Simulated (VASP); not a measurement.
# LuHfO (P-6m2) in VASP: further runs

Runs on LuHfO. Level: PBE. Tasks: single point, relaxation of cell and atoms.

Everything below comes from runs of VASP 6.6.1. Logs are shortened: lines on timing, memory, paths and dates and some standing lists are left out, and cuts for length are marked.

### 1 The cell of the first run

Symmetry: P-6m2, No. 187, hexagonal system. Conventional cell: a = 4.887 Å, b = 4.887 Å, c = 2.926 Å, α = 90.00°, β = 90.00°, γ = 120.00°. Lu (site symmetry -6m2) has 3 Hf at 2.82 Å and 2 Lu at 2.93 Å and 6 O at 3.18 Å within 3.7 Å. Hf (site symmetry -6m2) has 3 Lu at 2.82 Å and 2 Hf at 2.93 Å and 6 O at 3.18 Å within 3.7 Å. O (site symmetry -6m2) has 2 O at 2.93 Å and 6 Hf at 3.18 Å and 6 Lu at 3.18 Å within 3.9 Å.

The cell was built from a structure type or drawn by symmetry, and may not be a known phase.

### 2 Single point, PBE

INCAR reads:

```
SYSTEM = LuHfO
PREC     = Accurate       ! precision mode
ENCUT    = 520            ! plane-wave cutoff, eV
EDIFF    = 1E-6           ! SCF threshold, eV
ISMEAR   = 0              ! smearing method
SIGMA    = 0.1            ! smearing width, eV
LREAL    = .False.        ! projectors in reciprocal space
LASPH    = .True.         ! aspherical terms in the spheres
NELM     = 80             ! most SCF steps
ALGO     = Normal         ! electronic algorithm
ISIF     = 2              ! what is computed and relaxed
LWAVE    = .False.        ! write WAVECAR
LCHARG   = .False.        ! write CHGCAR
GGA      = PE             ! functional
NBANDS   = 28             ! bands
```

KPOINTS reads:

```
regular mesh
0
Gamma
  6 6 4
  0 0 0
```

POSCAR reads:

```
LuHfO
1.0
    4.8869079805      0.0000000000      0.0000000000
   -2.4434539903      4.2321864571      0.0000000000
    0.0000000000      0.0000000000      2.9255240471
Lu Hf O
1 1 1
Direct
    0.0000000000      0.0000000000      0.5000000000
    0.3333333333      0.6666666667      0.5000000000
    0.6666666667      0.3333333333      0.0000000000
```

Potentials or basis: VASP PAW PBE potentials, release 64 (Lu, Hf_pv, O).

Started as:

```sh
> cat potpaw_PBE.64/Lu/POTCAR potpaw_PBE.64/Hf_pv/POTCAR potpaw_PBE.64/O/POTCAR > POTCAR
> mpirun -np 1 vasp_std > vasp.out
```

OUTCAR:

```text
SYSTEM = LuHfO
   PREC = Accurate
   ENCUT = 520
   EDIFF = 1E-6
   ISMEAR = 0
   LREAL = .False.
   LASPH = .True.
   NELM = 80
   ISIF = 2
   GGA = PE

 ion  position               nearest neighbor table
   1  0.000  0.000  0.500-   2 2.82   2 2.82   2 2.82
   2  0.333  0.667  0.500-   1 2.82   1 2.82   1 2.82
   3  0.667  0.333  0.000-

  LATTYP: Found a hexagonal cell.
 ALAT       =     4.8869079805
 C/A-ratio  =     0.5986452085

  Lattice vectors:

 A1 = (   4.8869079805,   0.0000000000,   0.0000000000)
 A2 = (  -2.4434539903,   4.2321864571,   0.0000000000)
 A3 = (   0.0000000000,   0.0000000000,   2.9255240471)

Analysis of symmetry for initial positions (statically):
=====================================================================
 Subroutine PRICEL returns:
 Original cell was already a primitive cell.

 Routine SETGRP: Setting up the symmetry group for a
 hexagonal supercell.

 Subroutine GETGRP returns: Found 12 space group operations
 (whereof 12 operations were pure point group operations)
 out of a pool of 24 trial point group operations.

The static configuration has the point symmetry D_3h.

Analysis of symmetry for dynamics (positions and initial velocities):
=====================================================================
 Subroutine PRICEL returns:
 Original cell was already a primitive cell.

 Routine SETGRP: Setting up the symmetry group for a
 hexagonal supercell.

 Subroutine GETGRP returns: Found 12 space group operations
 (whereof 12 operations were pure point group operations)
 out of a pool of 24 trial point group operations.

The dynamic configuration has the point symmetry D_3h.

 Subroutine INISYM returns: Found 12 space group operations
 (whereof 12 operations are pure point group operations),
 and found     1 'primitive' translations

----------------------------------------------------------------------------------------

                                     Primitive cell

  volume of cell :      60.5066

  direct lattice vectors                    reciprocal lattice vectors
     4.886907981  0.000000000  0.000000000     0.204628367  0.118142243  0.000000000
    -2.443453990  4.232186457  0.000000000     0.000000000  0.236284486  0.000000000
[... 76 lines left out ...]
   ICHARG =      2    charge: 1-file 2-atom 10-const
   ISPIN  =      1    spin polarized calculation?
   LNONCOLLINEAR =      F non collinear calculations
   LSORBIT =      F    spin-orbit coupling
   LASPH  =      T    aspherical Exc in radial PAW
   ENCUT  =  520.0 eV  38.22 Ry    6.18 a.u.   9.09  9.09  5.44*2*pi/ulx,y,z
   NELM   =     80;   NELMIN=  2; NELMDL= -5     # of ELM steps
   EDIFF  = 0.1E-05   stopping-criterion for ELM
   LREAL  =      F    real-space projection
   EDIFFG = 0.1E-04   stopping-criterion for IOM
   NSW    =      0    number of steps for IOM
   IBRION =     -1    ionic relax: 0-MD 1-quasi-New 2-CG
   NFREE  =      0    steps in history (QN), initial steepest desc. (CG)
   ISIF   =      2    stress and relaxation
   ISYM   =      2    0-nonsym 1-usesym 2-fastsym
   POTIM  = 0.5000    time-step for ionic-motion
   TEBEG  =    0.0;   TEEND  =   0.0 temperature during run
   PSTRESS=    0.0 pullay stress
   NELECT =      41.0000    total number of electrons
   NUPDOWN=      -1.0000    fix difference up-down
   EMIN   =  10.00;   EMAX   =-10.00  energy-range for DOS
   EFERMI =   0.00;   METHOD = LEGACY
   ISMEAR =     0;   SIGMA  =   0.10  broadening in eV -4-tet -1-fermi 0-gaus
   EFERMI_NEDOS =   21; number of points for ismear=-14 and -15
   IALGO  =     38    algorithm
   IMIX   =      4    mixing-type and parameters
     AMIX     =   0.40;   BMIX     =  1.00
     AMIX_MAG =   1.60;   BMIX_MAG =  1.00
  volume/ion in A,a.u.               =      20.17       136.11
  Fermi-wavevector in a.u.,A,eV,Ry     =   1.437922  2.717278 28.131662  2.067619
  Thomas-Fermi vector in A             =   2.556946
   LORBIT       =      0    0 simple, 1 ext, 2 COOP (PROOUT), +10 PAW based schemes
   GGA     = PE    functional components
   LHFCALC =     F    Hartree Fock is set to
   AEXX    =    0.0000 exact exchange contribution
   IVDW    =     0    specifies the selected vdW correction
   LEPSILON=     F    determine dielectric tensor
   LRPA    =     F    only Hartree local field effects (RPA)
 non-spin polarized calculation
 Gauss-broadening in eV      SIGMA  =   0.10
  energy-cutoff  :      520.00
  volume of cell :       60.51
 maximum number of plane-waves:      1661
   NGX = 19   NGY = 19   NGZ = 11

 number of electron      40.9999995 magnetization

 Free energy of the ion-electron system (eV)
  ---------------------------------------------------
  ext. energy  EPLUGINS =         0.00000000
  ---------------------------------------------------
  free energy    TOTEN  =       -16.53300169 eV

  energy without entropy =      -16.50637303  energy(sigma->0) =      -16.51968736

 E-fermi :   2.7314     XC(G=0): -10.8617

 val. band max:        2.6925418956   @ k =   0.3333  -0.0000   0.2500
 cond. band min:       2.7805385389   @ k =   0.1667   0.1667   0.2500
 fundamental gap:      0.0879966433
 Fermi energy:         2.7314083313

 k-point     1 :       0.0000    0.0000    0.0000
  band No.  band energies     occupation
      1     -53.4753      2.00000
      2     -28.4087      2.00000
      3     -28.4087      2.00000
      4     -27.7225      2.00000
      5     -24.1763      2.00000
      6     -24.1763      2.00000
[... 640 lines left out ...]
     27       7.6700      0.00000
     28       9.0256      0.00000

------------------------ aborting loop because EDIFF is reached ----------------------------------------

  FORCE on cell =-STRESS in cart. coord.  units (eV):
  Direction    XX          YY          ZZ          XY          YZ          ZX
  --------------------------------------------------------------------------------------
  -------------------------------------------------------------------------------------
  Total       -0.0559081     -0.0559081     -0.0366307      0.0000000     -0.0000000      0.0000000
  in kB       -1.4804129     -1.4804129     -0.9699584      0.0000000     -0.0000000      0.0000000
  external PRESSURE =      -1.3102614 kB  Pullay stress =       0.0000000 kB

 VOLUME and BASIS-vectors are now :
 -----------------------------------------------------------------------------
  energy-cutoff  :      520.00
  volume of cell :       60.51
      direct lattice vectors                 reciprocal lattice vectors
     4.886907981  0.000000000  0.000000000     0.204628367  0.118142243  0.000000000
    -2.443453990  4.232186457  0.000000000     0.000000000  0.236284486  0.000000000
     0.000000000  0.000000000  2.925524047     0.000000000  0.000000000  0.341819101

 POSITION                                       TOTAL-FORCE (eV/Angst)
 -----------------------------------------------------------------------------------
      0.00000      0.00000      1.46276        -0.000000      0.000000      0.000000
     -0.00000      2.82146      1.46276        -0.000000     -0.000000      0.000000
      2.44345      1.41073      0.00000         0.000000     -0.000000      0.000000
 -----------------------------------------------------------------------------------
    total drift:                               -0.000000      0.000000      0.000000

  FREE ENERGIE OF THE ION-ELECTRON SYSTEM (eV)
  ---------------------------------------------------
  free  energy   TOTEN  =       -16.5330016923 eV

  energy  without entropy=      -16.5063730315  energy(sigma->0) =      -16.51968736
```

It took 16 s on 1 thread of Intel Xeon 6975P-C (Granite Rapids), shared host; peak memory 0.21 GiB.

Results:

| Item | Value |
| --- | --- |
| Free energy | -16.5330 eV |
| Pressure | -0.1 GPa |
| Band gap on the k mesh | zero (an odd number of electrons rules out a gap without spin polarisation) |

Caveat: the k points lie up to 0.54 Å⁻¹ apart, too coarse for converged energies and pressures of a metal; spin-orbit coupling is left out, which moves the levels of the heavy elements; an odd number of electrons without spin polarisation forces a metal; a magnetic or distorted state may lie lower.

### 3 Single point, PBE

This run uses another cell than the first one, of 21.33 Å³/atom.

INCAR reads:

```
ALGO = Normal ; EDIFF = 1E-7
ENCUT = 520 ; GGA = PE
ISIF = 2 ; ISMEAR = 0
LASPH = T ; LCHARG = F
LREAL = F ; LWAVE = F
NBANDS = 28 ; NELM = 80
PREC = Accurate ; SIGMA = 0.1
```

KPOINTS reads:

```
k-points
0
Gamma
  6 6 4
```

POSCAR reads:

```
LuHfO
1.0
    4.0621832200      0.0000000000      0.0000000000
   -2.0310916100      3.5179538600      0.0000000000
    0.0000000000      0.0000000000      4.4781662700
Lu Hf O
1 1 1
Direct
    0.0000000000      0.0000000000      0.5000000000
    0.3333333300      0.6666666700      0.5000000000
    0.6666666700      0.3333333300      0.0000000000
```

Potentials or basis: VASP PAW PBE potentials, release 64 (Lu, Hf_pv, O).

Started as:

```sh
> cat potpaw_PBE.64/Lu/POTCAR potpaw_PBE.64/Hf_pv/POTCAR potpaw_PBE.64/O/POTCAR > POTCAR
> mpirun -np 1 vasp_std > vasp.out
```

OUTCAR:

```text
EDIFF = 1E-7
   ENCUT = 520
   GGA = PE
   ISIF = 2
   ISMEAR = 0
   LASPH = T
   LREAL = F
   NELM = 80
   PREC = Accurate

 ion  position               nearest neighbor table
   1  0.000  0.000  0.500-   2 2.35   2 2.35   2 2.35
   2  0.333  0.667  0.500-   1 2.35   1 2.35   1 2.35
   3  0.667  0.333  0.000-

  LATTYP: Found a hexagonal cell.
 ALAT       =     4.0621832200
 C/A-ratio  =     1.1024038128

[... 835 lines left out ...]

------------------------ aborting loop because EDIFF is reached ----------------------------------------

  FORCE on cell =-STRESS in cart. coord.  units (eV):
  Direction    XX          YY          ZZ          XY          YZ          ZX
  --------------------------------------------------------------------------------------
  -------------------------------------------------------------------------------------
  Total       10.1301839     10.1301838     -8.7139900      0.0000000      0.0000000     -0.0000000
  in kB      253.6168175    253.6168171   -218.1613315      0.0000000      0.0000000     -0.0000000
  external PRESSURE =      96.3574343 kB  Pullay stress =       0.0000000 kB

 VOLUME and BASIS-vectors are now :
 -----------------------------------------------------------------------------
  energy-cutoff  :      520.00
  volume of cell :       64.00
      direct lattice vectors                 reciprocal lattice vectors
     4.062183220  0.000000000  0.000000000     0.246173042  0.142128072  0.000000000
    -2.031091610  3.517953860  0.000000000     0.000000000  0.284256144  0.000000000
     0.000000000  0.000000000  4.478166270     0.000000000  0.000000000  0.223305688

 POSITION                                       TOTAL-FORCE (eV/Angst)
 -----------------------------------------------------------------------------------
      0.00000      0.00000      2.23908         0.000000      0.000000      0.000000
     -0.00000      2.34530      2.23908         0.000000     -0.000000      0.000000
      2.03109      1.17265      0.00000        -0.000000     -0.000000      0.000000
 -----------------------------------------------------------------------------------
    total drift:                               -0.000025      0.000014      0.000000

  FREE ENERGIE OF THE ION-ELECTRON SYSTEM (eV)
  ---------------------------------------------------
  free  energy   TOTEN  =       -11.6813057929 eV

  energy  without entropy=      -11.6484536313  energy(sigma->0) =      -11.66487971
```

Wall time 21 s (1 thread of Intel Xeon 6975P-C (Granite Rapids), shared host); peak memory 0.2 GiB.

Results:

* Free energy: -11.6813 eV
* Pressure: 9.6 GPa
* Band gap on the k mesh: zero (an odd number of electrons rules out a gap without spin polarisation)

Caveat: the cell stands under pressure; spin-orbit coupling is left out, which moves the levels of the heavy elements; an odd number of electrons without spin polarisation forces a metal; a magnetic or distorted state may lie lower.

### 4 Single point, PBE

This run uses another cell than the first one, of 19.83 Å³/atom.

INCAR reads:

```
SYSTEM = LuHfO
ALGO = Normal
EDIFF = 1E-7
ENCUT = 520
GGA = PE
ISIF = 2
ISMEAR = 0
LASPH = .True.
LCHARG = .False.
LREAL = .False.
LWAVE = .False.
NBANDS = 28
NELM = 100
PREC = Accurate
SIGMA = 0.1
```

KPOINTS reads:

```
k-points
0
Gamma
  6 6 6
  0 0 0
```

POSCAR reads:

```
LuHfO
1.0
    4.8647603942      0.0000000000      0.0000000000
   -2.4323801971      4.2130060847      0.0000000000
    0.0000000000      0.0000000000      2.9023781588
Lu Hf O
1 1 1
Direct
    0.0000000000      0.0000000000      0.5000000000
    0.3333333333      0.6666666667      0.5000000000
    0.6666666667      0.3333333333      0.0000000000
```

Potentials or basis: VASP PAW PBE potentials, release 64 (Lu, Hf_pv, O).

Started as:

```sh
> cat potpaw_PBE.64/Lu/POTCAR potpaw_PBE.64/Hf_pv/POTCAR potpaw_PBE.64/O/POTCAR > POTCAR
> mpirun -np 1 vasp_std > vasp.out
```

OUTCAR:

```text
SYSTEM = LuHfO
   EDIFF = 1E-7
   ENCUT = 520
   GGA = PE
   ISIF = 2
   ISMEAR = 0
   LASPH = .True.
   LREAL = .False.
   NELM = 100
   PREC = Accurate

 ion  position               nearest neighbor table
   1  0.000  0.000  0.500-   2 2.81   2 2.81   2 2.81
   2  0.333  0.667  0.500-   1 2.81   1 2.81   1 2.81
   3  0.667  0.333  0.000-

  LATTYP: Found a hexagonal cell.
 ALAT       =     4.8647603942
 C/A-ratio  =     0.5966127668

  Lattice vectors:

 A1 = (   4.8647603942,   0.0000000000,   0.0000000000)
 A2 = (  -2.4323801971,   4.2130060847,   0.0000000000)
 A3 = (   0.0000000000,   0.0000000000,   2.9023781588)

Analysis of symmetry for initial positions (statically):
=====================================================================
 Subroutine PRICEL returns:
 Original cell was already a primitive cell.

 Routine SETGRP: Setting up the symmetry group for a
 hexagonal supercell.

 Subroutine GETGRP returns: Found 12 space group operations
[... 162 lines left out ...]
  ---------------------------------------------------
  free energy    TOTEN  =       -16.60423318 eV

  energy without entropy =      -16.58520860  energy(sigma->0) =      -16.59472089

 E-fermi :   2.9312     XC(G=0): -10.9377

 val. band max:        2.9017117539   @ k =   0.3333   0.1667   0.3333
 cond. band min:       2.9474802570   @ k =   0.5000  -0.0000   0.0000
 fundamental gap:      0.0457685030
 Fermi energy:         2.9311934929

 k-point     1 :       0.0000    0.0000    0.0000
  band No.  band energies     occupation
      1     -53.4006      2.00000
      2     -28.2267      2.00000
      3     -28.2267      2.00000
      4     -27.4470      2.00000
      5     -24.1007      2.00000
      6     -24.1007      2.00000
[... 733 lines left out ...]
     27       7.6254      0.00000
     28       8.3034      0.00000

 [... further k-points ...]

------------------------ aborting loop because EDIFF is reached ----------------------------------------

  FORCE on cell =-STRESS in cart. coord.  units (eV):
  Direction    XX          YY          ZZ          XY          YZ          ZX
  --------------------------------------------------------------------------------------
  -------------------------------------------------------------------------------------
  Total       -0.0468791     -0.0468791     -0.1050316      0.0000000      0.0000000     -0.0000000
  in kB       -1.2626485     -1.2626485     -2.8289349      0.0000000      0.0000000     -0.0000000
  external PRESSURE =      -1.7847440 kB  Pullay stress =       0.0000000 kB

 VOLUME and BASIS-vectors are now :
 -----------------------------------------------------------------------------
  energy-cutoff  :      520.00
  volume of cell :       59.49
      direct lattice vectors                 reciprocal lattice vectors
     4.864760394  0.000000000  0.000000000     0.205559970  0.118680104  0.000000000
    -2.432380197  4.213006085  0.000000000     0.000000000  0.237360208  0.000000000
     0.000000000  0.000000000  2.902378159     0.000000000  0.000000000  0.344545040

 POSITION                                       TOTAL-FORCE (eV/Angst)
 -----------------------------------------------------------------------------------
      0.00000      0.00000      1.45119         0.000000     -0.000000      0.000000
     -0.00000      2.80867      1.45119        -0.000000      0.000000      0.000000
      2.43238      1.40434      0.00000         0.000000      0.000000      0.000000
 -----------------------------------------------------------------------------------
    total drift:                                0.000000     -0.000000      0.000000

  FREE ENERGIE OF THE ION-ELECTRON SYSTEM (eV)
  ---------------------------------------------------
  free  energy   TOTEN  =       -16.6042331802 eV

  energy  without entropy=      -16.5852086033  energy(sigma->0) =      -16.59472089
```

stdout:

```text
POSCAR found type information on POSCAR LuHfO
 POSCAR found :  3 types and       3 ions
 scaLAPACK will be used
 LDA part: xc-table for (Slater+PW92), standard interpolation
 POSCAR, INCAR and KPOINTS ok, starting setup
 FFT: planning ... GRIDC
 FFT: planning ... GRID_SOFT
 FFT: planning ... GRID
 WAVECAR not read
 entering main loop
```

It took 21 s on 1 thread of Intel Xeon 6975P-C (Granite Rapids), shared host; peak memory 0.22 GiB.

What came out:

```yaml
Free_energy: -16.6042 eV
Pressure: -0.2 GPa
Band_gap_on_the_k_mesh: zero (an odd number of electrons rules out a gap without spin polarisation)
```

Stress tensor (GPa, compression positive):
```
-0.13  0.00  0.00
 0.00 -0.13  0.00
 0.00  0.00 -0.28
```

Levels at points of the mesh, in eV from the Fermi level:
```
           k point  band 18  band 19  band 20  band 21  band 22  band 23  band 24  band 25
(0.00, 0.00, 0.00)    -3.27    -1.09    -0.66    -0.27     0.86     0.86     2.90     2.90
(0.50, 0.00, 0.00)    -2.39    -1.03    -0.72    -0.36     0.02     0.57     1.82     3.55
(0.00, 0.00, 0.50)    -2.44    -1.42    -1.42     0.40     1.81     1.81     1.91     2.83
(0.50, 0.00, 0.50)    -2.74    -1.20    -0.14     0.03     0.27     0.82     1.44     3.27
```

Caveat: the k points lie up to 0.36 Å⁻¹ apart, too coarse for converged energies and pressures of a metal; spin-orbit coupling is left out, which moves the levels of the heavy elements; an odd number of electrons without spin polarisation forces a metal; a magnetic or distorted state may lie lower.

(Continued in part 2 of 2.)
